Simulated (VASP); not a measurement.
# Ba (Im-3m) in VASP: further runs, part 2 of 4

VASP 6.6.1.

## (3) Single point, r2SCAN

This run uses another cell than the first one, of 24.38 Å³/atom.

File POSCAR:

```
Ba
1.0
    3.1640647223     -0.0000000175     -0.0000000303
   -1.0546882243      2.9831088342     -0.0000000303
   -1.0546882243     -1.4915543733      2.5834480580
Ba
1
Direct
    0.0000000000      0.0000000000      0.0000000000
```

File INCAR.step1:

```
ALGO = Normal
EDIFF = 1E-4
ENCUT = 520
GGA = PE
ISMEAR = -1
LASPH = True
LCHARG = False
LREAL = False
LWAVE = True
NBANDS = 11
NELM = 60
PREC = Accurate
SIGMA = 0.15
```

File INCAR.step2:

```
ALGO = Normal
EDIFF = 1E-7
ENCUT = 520
ISIF = 2
ISMEAR = -1
ISTART = 1
LASPH = True
LCHARG = False
LMIXTAU = True
LREAL = False
LWAVE = False
METAGGA = R2SCAN
NBANDS = 11
NELM = 60
PREC = Accurate
SIGMA = 0.15
```

File KPOINTS:

```
k-points
0
Gamma
  7 7 7
```

Potentials or basis: VASP PAW PBE potentials, release 64 (Ba_sv).

Run with:

```
$ cat potpaw_PBE.64/Ba_sv/POTCAR > POTCAR
$ cp INCAR.step1 INCAR
$ mpirun -np 1 vasp_std > vasp.out
$ cp INCAR.step2 INCAR
$ mpirun -np 1 vasp_std > vasp.out
```

OUTCAR:

```text
EDIFF = 1E-7
   ENCUT = 520
   ISIF = 2
   ISMEAR = -1
   ISTART = 1
   LASPH = True
   LREAL = False
   METAGGA = R2SCAN
   NELM = 60
   PREC = Accurate

 ion  position               nearest neighbor table
   1  0.000  0.000  0.000-

  LATTYP: Found a body centered cubic cell.
 ALAT       =     3.6535472384

  Lattice vectors:

 A1 = (   3.1640647223,  -0.0000000175,  -0.0000000303)
 A2 = (  -1.0546882243,   2.9831088342,  -0.0000000303)
 A3 = (  -1.0546882243,  -1.4915543733,   2.5834480580)

Analysis of symmetry for initial positions (statically):
=====================================================================
 Subroutine PRICEL returns:
 Original cell was already a primitive cell.

 Routine SETGRP: Setting up the symmetry group for a
 body centered cubic supercell.

 Subroutine GETGRP returns: Found 48 space group operations
 (whereof 48 operations were pure point group operations)
 out of a pool of 48 trial point group operations.

The static configuration has the point symmetry O_h .

Analysis of symmetry for dynamics (positions and initial velocities):
=====================================================================
 Subroutine PRICEL returns:
 Original cell was already a primitive cell.

 Routine SETGRP: Setting up the symmetry group for a
 body centered cubic supercell.

 Subroutine GETGRP returns: Found 48 space group operations
 (whereof 48 operations were pure point group operations)
 out of a pool of 48 trial point group operations.

The dynamic configuration has the point symmetry O_h .

 Subroutine INISYM returns: Found 48 space group operations
 (whereof 48 operations are pure point group operations),
 and found     1 'primitive' translations

----------------------------------------------------------------------------------------

                                     Primitive cell

  volume of cell :      24.3845

  direct lattice vectors                    reciprocal lattice vectors
     3.164064722 -0.000000018 -0.000000030     0.316049163  0.111740253  0.193539790
    -1.054688224  2.983108834 -0.000000030     0.000000004  0.335220760  0.193539790
    -1.054688224 -1.491554373  2.583448058     0.000000004  0.000000005  0.387079589

  length of vectors
     3.164064722  3.164064722  3.164064722     0.387079589  0.387079589  0.387079589

  position of ions in fractional coordinates (direct lattice)
     0.000000000  0.000000000  0.000000000

  ion indices of the primitive-cell ions
   primitive index   ion index
                 1           1

----------------------------------------------------------------------------------------

 KPOINTS: k-points

Automatic generation of k-mesh.
 Grid dimensions read from file:
 generate k-points for:    7    7    7

 Generating k-lattice:

  Cartesian coordinates                     Fractional coordinates (reciprocal lattice)
     0.045149880  0.015962893  0.027648541     0.142857143 -0.000000000  0.000000000
     0.000000001  0.047888680  0.027648541    -0.000000000  0.142857143  0.000000000
     0.000000001  0.000000001  0.055297084     0.000000000  0.000000000  0.142857143

  Length of vectors
     0.055297084  0.055297084  0.055297084

  Shift w.r.t. Gamma in fractional coordinates (k-lattice)
     0.000000000  0.000000000  0.000000000

 Subroutine IBZKPT returns following result:
 ===========================================

 Found     20 irreducible k-points:

 Following reciprocal coordinates:
            Coordinates               Weight
  0.000000  0.000000  0.000000      1.000000
  0.142857  0.000000 -0.000000     12.000000
  0.285714  0.000000  0.000000     12.000000
  0.428571  0.000000 -0.000000     12.000000
  0.142857  0.142857 -0.000000     24.000000
  0.285714  0.142857  0.000000     48.000000
[... 12 lines left out ...]
 -0.428571 -0.428571  0.285714      8.000000
 -0.428571  0.428571  0.428571      6.000000
   k-points           NKPTS =     20   k-points in BZ     NKDIM =     20   number of bands    NBANDS=     11
   number of dos      NEDOS =    301   number of ions     NIONS =      1
   total plane-waves  NPLWV =  13824
   dimension x,y,z NGX =    24 NGY =   24 NGZ =   24
   dimension x,y,z NGXF=    48 NGYF=   48 NGZF=   48
   ions per type =               1
   NGX,Y,Z   is equivalent  to a cutoff of  12.61, 12.61, 12.61 a.u.
   NGXF,Y,Z  is equivalent  to a cutoff of  25.22, 25.22, 25.22 a.u.
 SYSTEM =  unknown system
   PREC   = accura    normal or accurate (medium, high low for compatibility)
   ISTART =      1    job   : 0-new  1-cont  2-samecut
   ICHARG =      0    charge: 1-file 2-atom 10-const
   ISPIN  =      1    spin polarized calculation?
   LNONCOLLINEAR =      F non collinear calculations
   LSORBIT =      F    spin-orbit coupling
   LASPH  =      T    aspherical Exc in radial PAW
   ENCUT  =  520.0 eV  38.22 Ry    6.18 a.u.   5.88  5.88  5.88*2*pi/ulx,y,z
   NELM   =     60;   NELMIN=  2; NELMDL=  0     # of ELM steps
   EDIFF  = 0.1E-06   stopping-criterion for ELM
   LREAL  =      F    real-space projection
   EDIFFG = 0.1E-05   stopping-criterion for IOM
   NSW    =      0    number of steps for IOM
   IBRION =     -1    ionic relax: 0-MD 1-quasi-New 2-CG
   NFREE  =      0    steps in history (QN), initial steepest desc. (CG)
   ISIF   =      2    stress and relaxation
   ISYM   =      2    0-nonsym 1-usesym 2-fastsym
   POTIM  = 0.5000    time-step for ionic-motion
   TEBEG  =    0.0;   TEEND  =   0.0 temperature during run
   PSTRESS=    0.0 pullay stress
   NELECT =      10.0000    total number of electrons
   NUPDOWN=      -1.0000    fix difference up-down
   EMIN   =  10.00;   EMAX   =-10.00  energy-range for DOS
   EFERMI =   0.00;   METHOD = LEGACY
   ISMEAR =    -1;   SIGMA  =   0.15  broadening in eV -4-tet -1-fermi 0-gaus
   EFERMI_NEDOS =   21; number of points for ismear=-14 and -15
   IALGO  =     38    algorithm
   IMIX   =      4    mixing-type and parameters
     AMIX     =   0.40;   BMIX     =  1.00
     AMIX_MAG =   1.60;   BMIX_MAG =  1.00
  volume/ion in A,a.u.               =      24.38       164.55
  Fermi-wavevector in a.u.,A,eV,Ry     =   1.216289  2.298453 20.127899  1.479359
  Thomas-Fermi vector in A             =   2.351648
   LORBIT       =      0    0 simple, 1 ext, 2 COOP (PROOUT), +10 PAW based schemes
   METAGGA = R2SCAN    functional components
   LHFCALC =     F    Hartree Fock is set to
   AEXX    =    0.0000 exact exchange contribution
   IVDW    =     0    specifies the selected vdW correction
   LEPSILON=     F    determine dielectric tensor
   LRPA    =     F    only Hartree local field effects (RPA)
 non-spin polarized calculation
  energy-cutoff  :      520.00
  volume of cell :       24.38
 maximum number of plane-waves:       675
   NGX = 11   NGY = 11   NGZ = 11

 number of electron      10.0000001 magnetization

 Free energy of the ion-electron system (eV)
  ---------------------------------------------------
  ext. energy  EPLUGINS =         0.00000000
  ---------------------------------------------------
  free energy    TOTEN  =       -24.30183359 eV

  energy without entropy =      -24.22409674  energy(sigma->0) =      -24.26296517

 E-fermi :   7.1867     XC(G=0): -11.9186

 val. band max:        6.7501085116   @ k =  -0.2857   0.2857   0.1429
 cond. band min:       7.2646718558   @ k =   0.4286   0.1429  -0.0000
 fundamental gap:      0.5145633441
 Fermi energy:         7.1867082196

 k-point     1 :       0.0000    0.0000    0.0000
  band No.  band energies     occupation
      1     -23.7392      2.00000
      2      -5.0565      2.00000
      3      -5.0565      2.00000
      4      -5.0565      2.00000
      5       6.4271      1.98744
      6       9.5802      0.00000
      7       9.5802      0.00000
      8       9.5802      0.00000
      9      12.7117      0.00000
     10      12.7117      0.00000
     11      17.0969      0.00000
[... 253 lines left out ...]
 k-point    20 :      -0.4286    0.4286    0.4286
  band No.  band energies     occupation
      1     -21.4255      2.00000
      2      -8.6907      2.00000
      3      -8.4322      2.00000
      4      -8.4322      2.00000
      5       3.4356      2.00000
      6       4.0123      2.00000
      7      15.8429      0.00000
      8      15.8429      0.00000
      9      17.0108      0.00000
     10      18.9390      0.00000
     11      22.6143      0.00000

------------------------ aborting loop because EDIFF is reached ----------------------------------------

  FORCE on cell =-STRESS in cart. coord.  units (eV):
  Direction    XX          YY          ZZ          XY          YZ          ZX
  --------------------------------------------------------------------------------------
  -------------------------------------------------------------------------------------
  Total        5.4953138      5.4953138      5.4953138     -0.0000000      0.0000000     -0.0000000
  in kB      361.0679093    361.0679093    361.0679094     -0.0000000      0.0000000     -0.0000000
  external PRESSURE =     361.0679093 kB  Pullay stress =       0.0000000 kB

 VOLUME and BASIS-vectors are now :
 -----------------------------------------------------------------------------
  energy-cutoff  :      520.00
  volume of cell :       24.38
      direct lattice vectors                 reciprocal lattice vectors
     3.164064722 -0.000000018 -0.000000030     0.316049163  0.111740253  0.193539790
    -1.054688224  2.983108834 -0.000000030     0.000000004  0.335220760  0.193539790
    -1.054688224 -1.491554373  2.583448058     0.000000004  0.000000005  0.387079589

 POSITION                                       TOTAL-FORCE (eV/Angst)
 -----------------------------------------------------------------------------------
      0.00000      0.00000      0.00000         0.000000      0.000000      0.000000
 -----------------------------------------------------------------------------------
    total drift:                               -0.000000     -0.000000     -0.000000

  FREE ENERGIE OF THE ION-ELECTRON SYSTEM (eV)
  ---------------------------------------------------
  free  energy   TOTEN  =       -24.3018335905 eV

  energy  without entropy=      -24.2240967421  energy(sigma->0) =      -24.26296517
```

OSZICAR.step1:

```text
N       E                     dE             d eps       ncg     rms          rms(c)
DAV:   1     0.416380282603E+02    0.41638E+02   -0.54105E+03   440   0.865E+02
DAV:   2     0.111222404877E+01   -0.40526E+02   -0.39376E+02   539   0.157E+02
DAV:   3    -0.758379185777E-01   -0.11881E+01   -0.11372E+01   555   0.229E+01
DAV:   4    -0.907109259496E-01   -0.14873E-01   -0.14851E-01   493   0.286E+00
DAV:   5    -0.909103520963E-01   -0.19943E-03   -0.19942E-03   553   0.257E-01    0.113E+01
DAV:   6     0.126523927365E+00    0.21743E+00   -0.19045E-01   502   0.300E+00    0.589E+00
DAV:   7     0.206166001035E+00    0.79642E-01   -0.19996E-01   611   0.306E+00    0.358E-01
DAV:   8     0.206643586761E+00    0.47759E-03   -0.30702E-03   510   0.430E-01    0.140E-01
DAV:   9     0.206595712834E+00   -0.47874E-04   -0.66847E-05   469   0.495E-02
   1 F= 0.20659571E+00 E0= 0.24663927E+00  d E =-.800871E-01
```

Run time: 15 s. Hardware: 1 thread of AMD EPYC 9R45 (Zen 5), shared host; peak memory 0.11 GiB.

Results:

* Free energy: -24.3018 eV
* Pressure: 36.1 GPa
* Band gap on the k mesh: zero (bands 5 and 6 overlap by 4.52 eV)

Caveat: the cell stands under pressure; the PAW data sets were made with another functional, which shifts forces and pressure a little; spin-orbit coupling is left out, which moves the levels of the heavy elements.

[end of part 2 of 4]
